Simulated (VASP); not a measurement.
Here is a VASP 6.6.1 calculation.

Contents of POSCAR:

```
Hg3Pt
1.0
    4.3442210000      0.0000000000      0.0000000000
    0.0000000000      4.3442210000      0.0000000000
    0.0000000000      0.0000000000      4.3442210000
Hg Pt
3 1
Direct
    0.0000000000      0.5000000000      0.5000000000
    0.5000000000      0.0000000000      0.5000000000
    0.5000000000      0.5000000000      0.0000000000
    0.0000000000      0.0000000000      0.0000000000
```

INCAR.step1

```
SYSTEM = Hg3Pt
ALGO = Normal
EDIFF = 1E-4
ENCUT = 520
GGA = PE
ISMEAR = 0
LASPH = .TRUE.
LCHARG = .FALSE.
LREAL = .FALSE.
LWAVE = .TRUE.
NBANDS = 31
NELM = 100
PREC = Accurate
SIGMA = 0.2
```

File INCAR.step2:

```
SYSTEM = Hg3Pt
ALGO = Normal
EDIFF = 1E-7
ENCUT = 520
ISIF = 2
ISMEAR = 0
ISTART = 1
LASPH = .TRUE.
LCHARG = .FALSE.
LMIXTAU = .TRUE.
LREAL = .FALSE.
LWAVE = .FALSE.
METAGGA = R2SCAN
NBANDS = 31
NELM = 100
PREC = Accurate
SIGMA = 0.2
```

File KPOINTS:

```
k-points
0
G
  5 5 5
  0 0 0
```

Potentials or basis: VASP PAW PBE potentials, release 64 (Hg, Pt).

Launch:

```console
$ cat potpaw_PBE.64/Hg/POTCAR potpaw_PBE.64/Pt/POTCAR > POTCAR
$ cp INCAR.step1 INCAR
$ mpirun -np 1 vasp_std > vasp.out
$ cp INCAR.step2 INCAR
$ mpirun -np 1 vasp_std > vasp.out
```

(1) Predict the band gap on the k mesh.

(2) Estimate the pressure.

Results:

(1) zero (band 23 reaches 5.67 eV, above the bottom of band 24 at 3.63 eV).

(2) -3.1 GPa.

Caveat: the PAW data sets were made with another functional, which shifts forces and pressure a little; spin-orbit coupling is left out, which moves the levels of the heavy elements.
